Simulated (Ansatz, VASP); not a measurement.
TeAs2 in VASP and in Ansatz

```
CELL_PARAMETERS angstrom
-3.55645 3.55645 2.94052
3.55645 -3.55645 2.94052
3.55645 3.55645 -2.94052
ATOMIC_POSITIONS crystal
Te 0.75000 0.25000 0.50000
Te 0.00000 0.00000 0.00000
As 0.37500 0.62500 0.25000
As 0.37500 0.12500 0.75000
As 0.37500 0.62500 0.75000
As 0.87500 0.62500 0.25000
```

Alike in both runs: task single point; functional PBEsol; k mesh 4 × 4 × 4; occupations gaussian, width 0.2 eV; no spin polarisation.

|  | VASP | Ansatz |
| --- | --- | --- |
| version | VASP 6.6.1 | Ansatz 0.2.0 |
| potentials or method | VASP PAW PBE potentials, release 64 (Te, As), cutoff 500 eV | scalar-relativistic, plane waves, PAW |
| valence electrons in the cell | 32 | 92 |

```tsv
	VASP	Ansatz	Ansatz less VASP
gap on the k mesh at the Fermi level (eV)	none	none	-
pressure (GPa)	-4.3	-4.4	-0.10
traceless stress, the component that is largest in VASP (GPa)	-0.86	-0.90	-0.045
```

VASP's potentials were made for PBE, not for PBEsol. A gap of «none» marks a metal or a gap that the smearing closes. VASP's potentials hold 32 valence electrons a cell and Ansatz's 92, so a difference there can come from the potentials and not from the codes.

Spin-orbit coupling is off throughout.
